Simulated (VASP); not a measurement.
# Sc3Al (Pm-3m) in VASP: notebook, part 2 of 2

VASP 6.6.1. Earlier steps stand in the parts before.

### 4 Electric field gradients, PBEsol

This run uses another cell than the first one, of 21.04 Å³/atom, 1.005 times its volume.

Contents of INCAR:

```
PREC = Accurate
ENCUT = 520
EDIFF = 1E-8
ISMEAR = -1
SIGMA = 0.15
LREAL = F
LASPH = T
NELM = 80
ALGO = Normal
ISIF = 2
LWAVE = F
LCHARG = F
GGA = PS
LEFG = T
NBANDS = 26
```

Contents of KPOINTS:

```
regular mesh
0
Gamma
  10 10 10
```

Contents of POSCAR:

```
Sc3Al
1.0
    4.3820300097      0.0000000000      0.0000000000
    0.0000000000      4.3820300097      0.0000000000
    0.0000000000      0.0000000000      4.3820300097
Sc Al
3 1
Direct
    0.5000000000      0.0000000000      0.5000000000
    0.0000000000      0.5000000000      0.5000000000
    0.5000000000      0.5000000000      0.0000000000
    0.0000000000      0.0000000000      0.0000000000
```

Potentials or basis: VASP PAW PBE potentials, release 64 (Sc_sv, Al).

The run is started by

```console
> cat potpaw_PBE.64/Sc_sv/POTCAR potpaw_PBE.64/Al/POTCAR > POTCAR
> mpirun -np 1 vasp_std > vasp.out
```

OUTCAR:

```text
PREC = Accurate
   ENCUT = 520
   EDIFF = 1E-8
   ISMEAR = -1
   LREAL = F
   LASPH = T
   NELM = 80
   ISIF = 2
   GGA = PS

 ion  position               nearest neighbor table
   1  0.500  0.000  0.500-   2 3.10   3 3.10   4 3.10   3 3.10   4 3.10   2 3.10   3 3.10   3 3.10
                             2 3.10   4 3.10   4 3.10   2 3.10
   2  0.000  0.500  0.500-   1 3.10   3 3.10   4 3.10   3 3.10   4 3.10   1 3.10   4 3.10   4 3.10
                             1 3.10   3 3.10   3 3.10   1 3.10
   3  0.500  0.500  0.000-   1 3.10   2 3.10   4 3.10   1 3.10   2 3.10   1 3.10   4 3.10   1 3.10
                             2 3.10   4 3.10   2 3.10   4 3.10
   4  0.000  0.000  0.000-   1 3.10   2 3.10   3 3.10   1 3.10   2 3.10   2 3.10   3 3.10   2 3.10
                             1 3.10   3 3.10   1 3.10   3 3.10

  LATTYP: Found a simple cubic cell.
 ALAT       =     4.3820300097

  Lattice vectors:

 A1 = (   4.3820300097,   0.0000000000,   0.0000000000)
 A2 = (   0.0000000000,   4.3820300097,   0.0000000000)
 A3 = (   0.0000000000,   0.0000000000,   4.3820300097)

Analysis of symmetry for initial positions (statically):
=====================================================================
 Subroutine PRICEL returns:
 Original cell was already a primitive cell.

 Routine SETGRP: Setting up the symmetry group for a
 simple cubic supercell.

 Subroutine GETGRP returns: Found 48 space group operations
 (whereof 48 operations were pure point group operations)
 out of a pool of 48 trial point group operations.

[... 175 lines left out ...]
      1     -44.2943      2.00000
      2     -44.1786      2.00000
      3     -44.1786      2.00000
      4     -23.2131      2.00000
      5     -23.2131      2.00000
      6     -23.2131      2.00000
[... 685 lines left out ...]
     25       7.5037      0.00000
     26       7.8645      0.00000

 [... further k-points ...]
[... 5 lines left out ...]
  --------------------------------------------------------------------------------------
  -------------------------------------------------------------------------------------
  Total        0.0355571      0.0355571      0.0355571      0.0000000      0.0000000      0.0000000
  in kB        0.6770349      0.6770349      0.6770349      0.0000000      0.0000000      0.0000000
  external PRESSURE =       0.6770349 kB  Pullay stress =       0.0000000 kB

 VOLUME and BASIS-vectors are now :
 -----------------------------------------------------------------------------
  energy-cutoff  :      520.00
  volume of cell :       84.14
      direct lattice vectors                 reciprocal lattice vectors
     4.382030010  0.000000000  0.000000000     0.228204736  0.000000000  0.000000000
     0.000000000  4.382030010  0.000000000     0.000000000  0.228204736  0.000000000
     0.000000000  0.000000000  4.382030010     0.000000000  0.000000000  0.228204736

 POSITION                                       TOTAL-FORCE (eV/Angst)
 -----------------------------------------------------------------------------------
      2.19102      0.00000      2.19102         0.000000      0.000000      0.000000
      0.00000      2.19102      2.19102         0.000000      0.000000      0.000000
      2.19102      2.19102      0.00000         0.000000      0.000000      0.000000
      0.00000      0.00000      0.00000         0.000000      0.000000      0.000000
 -----------------------------------------------------------------------------------
    total drift:                                0.000000      0.000000      0.000000

  FREE ENERGIE OF THE ION-ELECTRON SYSTEM (eV)
  ---------------------------------------------------
  free  energy   TOTEN  =       -25.1331081371 eV

  energy  without entropy=      -24.7724750361  energy(sigma->0) =      -24.95279159

 Electric field gradients (V/A^2)
---------------------------------------------------------------------
 ion       V_xx      V_yy      V_zz      V_xy      V_xz      V_yz
---------------------------------------------------------------------
   1      -5.166    10.332    -5.166    -0.000     0.000    -0.000
   2      10.332    -5.166    -5.166     0.000     0.000     0.000
   3      -5.166    -5.166    10.332     0.000     0.000    -0.000
   4      -0.000    -0.000     0.000    -0.000    -0.000    -0.000
---------------------------------------------------------------------

 Electric field gradients after diagonalization (V/A^2)
 (convention: |V_zz| > |V_xx| > |V_yy|)
----------------------------------------------------------------------
 ion       V_xx      V_yy      V_zz     asymmetry (V_yy - V_xx)/ V_zz
----------------------------------------------------------------------
   1      -5.166    -5.166    10.332       0.000
   2      -5.166    -5.166    10.332       0.000
   3      -5.166    -5.166    10.332       0.000
   4       0.000    -0.000    -0.000       0.852
----------------------------------------------------------------------

           NMR quadrupolar parameters

 Cq : quadrupolar parameter    Cq=e*Q*V_zz/h
 eta: asymmetry parameters     (V_yy - V_xx)/ V_zz
 Q  : nuclear electric quadrupole moment in mb (millibarn)
----------------------------------------------------------------------
 ion       Cq(MHz)       eta       Q (mb)
----------------------------------------------------------------------
   1       0.025       0.000       1.000
   2       0.025       0.000       1.000
   3       0.025       0.000       1.000
   4      -0.000       0.852       1.000
----------------------------------------------------------------------
```

stdout:

```text
POSCAR found type information on POSCAR ScAl
 POSCAR found :  2 types and       4 ions
 scaLAPACK will be used
 -----------------------------------------------------------------------------
|                                                                             |
|                                                                             |
|     You enforced a specific xc type in the INCAR file but a different       |
|     I HOPE YOU KNOW WHAT YOU ARE DOING!                                     |
|                                                                             |
 -----------------------------------------------------------------------------

 LDA part: xc-table for (Slater+PW92), standard interpolation
 POSCAR, INCAR and KPOINTS ok, starting setup
 FFT: planning ... GRIDC
 FFT: planning ... GRID_SOFT
 FFT: planning ... GRID
 WAVECAR not read
 entering main loop
ion   1

ion   2

ion   3

ion   4
```

Run time: 3.4 min. Hardware: 1 thread of Oxide Virtual Turin-like, shared host; peak memory 0.23 GiB.

What came out:

- Free energy: -25.1331 eV
- Pressure: 0.1 GPa
- Band gap on the k mesh: zero (band 18 reaches 5.06 eV, above the bottom of band 19 at 3.71 eV)

Levels at points of the mesh, in eV from the Fermi level:
```
           k point  band 16  band 17  band 18  band 19  band 20  band 21
(0.00, 0.00, 0.00)    -1.03    -0.40    -0.40    -0.40     0.72     0.72
(0.50, 0.00, 0.00)    -0.78    -0.78     0.13     0.20     0.94     0.94
(0.50, 0.50, 0.00)    -1.43    -0.93     0.27     0.52     0.52     1.17
(0.50, 0.50, 0.50)    -1.47    -1.08    -1.08    -1.08     0.57     1.49
```

Electric field gradients, principal values (V/Å²):
```
atom   least  middle  greatest (by size)
1 Sc  -5.166  -5.166              10.332
2 Sc  -5.166  -5.166              10.332
3 Sc  -5.166  -5.166              10.332
4 Al   0.000   0.000               0.000
```

Caveat: without QUAD_EFG the Cq values of the log hold for a quadrupole moment of 1 mb, not for the nuclei; the PAW data sets were made with another functional, which shifts forces and pressure a little.
